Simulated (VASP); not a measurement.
Runs of VASP 6.6.1 on Se. The structure is that of space group Fm-3m (No. 225), or close to it. The cells are those of the table. This isn't the form of Se at room conditions, which is trigonal, of chains.

| task | cell | k mesh | cutoff (eV) | gap on the mesh (eV) | pressure (GPa) |
| --- | --- | --- | --- | --- | --- |
| single point | a = 3.013 Å, angles 60.0°, 1 atom | 14 × 14 × 14 | 520 | none | 6.1 |
| single point | a = 3.098 Å, angles 60.0°, 1 atom | 20 × 20 × 20 | 520 | none | (a) |
| single point | a = 2.969 Å, angles 60.0°, 1 atom | 14 × 14 × 14 | 520 | none | 10.3 |
| single point | a = 3.056 Å, angles 60.0°, 1 atom | 14 × 14 × 14 | 520 | none | 2.6 |
| single point | a = 3.098 Å, angles 60.0°, 1 atom | 14 × 14 × 14 | 520 | none | -0.1 |
| relaxation of cell and atoms | relaxed from a = 3.136 Å, angles 60.0°, 1 atom | 12 × 12 × 12 | 600 | none | 0.0 |
| single point | a = 3.217 Å, angles 60.0°, 1 atom | 14 × 14 × 14 | 520 | none | (b) |
| single point | a = 3.139 Å, angles 60.0°, 1 atom | 14 × 14 × 14 | 520 | none | -2.2 |
| single point | a = 3.178 Å, angles 60.0°, 1 atom | 14 × 14 × 14 | 520 | none | -3.9 |
| single point | a = 3.098 Å, angles 60.0°, 1 atom | 12 × 12 × 12 | 520 | none | -0.1 |

Alike in all rows: level RPBE; potentials or basis VASP PAW PBE potentials, release 64 (Se); no spin polarisation; smearing fermi-dirac 0.1 eV.

Task: Fill in the values left out.

Result: (a) -0.2; (b) -5.3.

Caveats: the PAW data sets were made with another functional, which shifts forces and pressure a little; the cell stands under pressure (at least some runs); the cell stands under tension (at least some runs).

A k mesh can miss the band edges, and the runs leave out spin-orbit coupling on Se.

A gap of «none» marks levels without a gap at the run's occupations.
